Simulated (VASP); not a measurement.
The system is NaCl.

```
CELL_PARAMETERS angstrom
4.72106 0.00000 0.00000
-2.36053 4.08855 0.00000
0.00000 0.00000 5.56977
ATOMIC_POSITIONS crystal
Na 0.33333 0.66667 0.25000
Na 0.66667 0.33333 0.75000
Cl 0.66667 0.33333 0.25000
Cl 0.33333 0.66667 0.75000
```

Base run:

| Property | Result |
| --- | --- |
| Program | VASP 6.6.1 |
| Functional | r2SCAN |
| Potentials or basis | VASP PAW PBE potentials, release 64 (Na_pv, Cl) |
| Cutoff | 520 eV |
| k mesh | 6 × 6 × 6 |
| Occupations | gaussian, width 0.01 eV |
| Spin | no spin polarisation |

Its results: band gap on the k mesh 5.47 eV; pressure -0.2 GPa.

Q: The run is repeated on the same cell with these changes: functional from r2SCAN to PBE; further incar settings from ALGO = Normal; EDIFF = 1e-06; NBANDS = 22 to ALGO = Normal; EDIFF = 1e-07; NBANDS = 22. What comes out?

A: Band gap on the k mesh 4.84 eV; pressure 0.8 GPa.

Caveats: the PAW data sets were made with another functional, which shifts forces and pressure a little (at least some runs).

A k mesh can miss the band edges.
